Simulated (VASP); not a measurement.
Write the native input for VASP 6.6.1 that does the following.

```yaml
Task: single point
Functional: PBE
Dispersion: D3(BJ)
Potentials_or_basis: VASP PAW PBE potentials, release 64 (P)
Cutoff: 520 eV
k_mesh: 8 × 6 × 1
Occupations: gaussian, width 0.05 eV
Spin: no spin polarisation
Dipole_correction: yes
Further_INCAR_settings: ALGO = Normal; EDIFF = 1e-06; NBANDS = 30
```

The structure of P lies in POSCAR:

```
P
1.0
    3.2961869271      0.0000000000      0.0000000000
    0.0000000000      4.4391555608      0.0000000000
    0.0000000000      0.0000000000     21.7461973993
P
8
Direct
    0.5000000000      0.9174951521      0.2069327302
    0.0000000000      0.5825048479      0.2069327302
    0.5000000000      0.0825048479      0.3045635326
    0.0000000000      0.4174951521      0.3045635326
    0.8750000000      0.4575048479      0.4774673249
    0.3750000000      0.1225145437      0.4774673249
    0.8750000000     -0.3774854563      0.5750981273
    0.3750000000     -0.0424951521      0.5750981273
```

This cell differs from its parent crystal: layers slid over each other.

One way to write it, as run:

INCAR

```
ALGO = Normal
DIPOL = 0.5 0.5 0.391
EDIFF = 1E-6
ENCUT = 520
GGA = PE
IDIPOL = 3
ISIF = 2
ISMEAR = 0
IVDW = 12
LASPH = T
LCHARG = F
LDIPOL = T
LREAL = F
LWAVE = F
NBANDS = 30
NELM = 100
PREC = Accurate
SIGMA = 0.05
```

KPOINTS

```
k-points
0
Gamma
  8 6 1
```

Potentials or basis: VASP PAW PBE potentials, release 64 (P).

Launch:

```bash
$ cat potpaw_PBE.64/P/POTCAR > POTCAR
$ mpirun -np 1 vasp_std > vasp.out
```

It gave:

The largest force is 0.070 eV/Å, the band gap on the k mesh is 0.18 eV and the dispersion energy per atom is -0.284 eV.

Caveat: the cell differs from its parent crystal (layers slid over each other).

Wall time 2.9 min on 1 thread of Intel(R) Xeon(R) 6975P-C (Granite Rapids), on a shared host, peak memory 0.46 GiB.
